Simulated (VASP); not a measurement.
## CaAl4O: single point with PBE

CaAl4O:

```
CELL_PARAMETERS angstrom
5.28247 0.00000 0.00000
-2.64123 4.57475 0.00000
0.00000 0.00000 4.24230
ATOMIC_POSITIONS crystal
Ca 0.00000 0.00000 0.00000
Al 0.66667 0.33333 0.00000
Al 0.00306 0.50153 0.50000
Al 0.49847 0.50153 0.50000
Al 0.49847 0.99694 0.50000
O 0.33333 0.66667 0.00000
```

```json
{
 "Program": "VASP 6.6.1",
 "Task": "single point",
 "Functional": "PBE",
 "Potentials or basis": "VASP PAW PBE potentials, release 64 (Ca_sv, Al, O)",
 "Cutoff": "520 eV",
 "k mesh": "6 × 6 × 4",
 "Occupations": "gaussian, width 0.1 eV",
 "Spin": "no spin polarisation"
}
```

```yaml
Pressure: 4.5 GPa
Largest_force: 0.891 eV/Å
Band_gap_on_the_k_mesh: zero (band 14 reaches 6.66 eV, above the bottom of band 15 at 5.81 eV)
```

Forces in eV/Å, atoms in the order of the input:
```
Ca   0.000  0.000  0.000
Al   0.000  0.000  0.000
Al   0.771  0.445  0.000
Al  -0.771  0.445  0.000
Al   0.000 -0.891  0.000
O    0.000  0.000  0.000
```

Stress tensor (GPa, compression positive):
```
5.70 0.00 0.00
0.00 5.70 0.00
0.00 0.00 2.08
```

Levels at points of the mesh, in eV from the Fermi level:
```
           k point  band 10  band 11  band 12  band 13  band 14  band 15  band 16  band 17  band 18  band 19
(0.00, 0.00, 0.00)    -3.73    -2.40    -2.40    -1.16    -0.14     0.49     0.49     0.91     2.64     2.64
(0.50, 0.00, 0.00)    -3.63    -2.37    -1.80    -1.68     0.48     0.86     1.34     1.72     2.53     3.00
(0.00, 0.00, 0.50)    -3.97    -1.76    -1.76    -1.16    -1.16    -0.28    -0.25    -0.25     2.88     3.56
(0.50, 0.00, 0.50)    -3.15    -3.12    -2.87    -1.04    -0.20     0.17     2.24     2.43     2.78     3.79
```

Wall time 58 s on 1 thread of Intel(R) Xeon(R) Platinum 8488C (Sapphire Rapids) (shared host), peak memory 0.23 GiB.

Caveat: the k points lie up to 0.37 Å⁻¹ apart.
